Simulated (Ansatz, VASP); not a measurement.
MgZn4O in VASP and in Ansatz

INCAR

```
ALGO = Normal ; EDIFF = 1E-7
EDIFFG = -0.08 ; ENCUT = 600
GGA = PE ; IBRION = 2
ISIF = 3 ; ISMEAR = 0
LASPH = T ; LCHARG = F
LREAL = F ; LWAVE = F
NELM = 80 ; NSW = 36
PREC = Accurate ; SIGMA = 0.2
```

Contents of KPOINTS:

```
k-points
0
Gamma
  4 4 4
```

File POSCAR:

```
MgZn4O
1.0
   -2.7328877800      2.7328877800      3.2857987000
    2.7328877800     -2.7328877800      3.2857987000
    2.7328877800      2.7328877800     -3.2857987000
Mg Zn O
1 4 1
Direct
    0.5000000000      0.5000000000      0.0000000000
    0.7500000000      0.2500000000      0.5000000000
    0.4988544900      0.9988544900      0.5000000000
    0.0011455100      0.5011455100      0.5000000000
    0.2500000000      0.7500000000      0.5000000000
    0.0000000000      0.0000000000      0.0000000000
```

Input for Ansatz:

```yaml
crystal:
  lattice:
    - [-2.73288778, 2.73288778, 3.2857987]
    - [2.73288778, -2.73288778, 3.2857987]
    - [2.73288778, 2.73288778, -3.2857987]
  atoms:
    - { symbol: Mg, position: [0.5, 0.5, 0.0] }
    - { symbol: Zn, position: [0.75, 0.25, 0.5] }
    - { symbol: Zn, position: [0.49885449, 0.99885449, 0.5] }
    - { symbol: Zn, position: [0.00114551, 0.50114551, 0.5] }
    - { symbol: Zn, position: [0.25, 0.75, 0.5] }
    - { symbol: O, position: [0.0, 0.0, 0.0] }
basis:
  ecutwfc: 420
kpoints:
  mp_grid: { grid: [4, 4, 4] }
hamiltonian:
  xc: pbe
scf:
  occupations: { method: gaussian, width: 0.2 }
  lower_state_search: "off"
output:
  forces: true
  stress: true
  eigenvalues: true
relax:
  adjacent_minimum: "off"
  f_tol: 0.08
  max_steps: 16
  cell: { stress_tol: 0.8 }
```

Alike in both runs: task relaxation of cell and atoms; functional PBE; k mesh 4 × 4 × 4; occupations gaussian, width 0.2 eV; no spin polarisation.

|  | VASP | Ansatz |
| --- | --- | --- |
| version | VASP 6.6.1 | Ansatz 0.2.0 |
| potentials or method | VASP PAW PBE potentials, release 64 (Mg, Zn, O), cutoff 600 eV | scalar-relativistic, plane waves, PAW |
| valence electrons in the cell | 56 | 64 |

|  | VASP | Ansatz | Ansatz less VASP |
| --- | --- | --- | --- |
| gap on the k mesh at the Fermi level, each at its own relaxed structure (eV) | none | none | - |
| relaxed volume (Å³/atom) | 19.54 | 19.98 | +0.440 |
| relaxed cell length with the largest relative difference (Å) | 5.942 | 6.029 | +0.0875 |

A gap of «none» marks a metal or a gap that the smearing closes. VASP's potentials hold 56 valence electrons a cell and Ansatz's 64, so a difference there can come from the potentials and not from the codes.

The k mesh is coarse, so the values compare programs but aren't converged. Noted on VASP's run: the volume moved by over 15 % at a fixed basis, so the end points are rough.
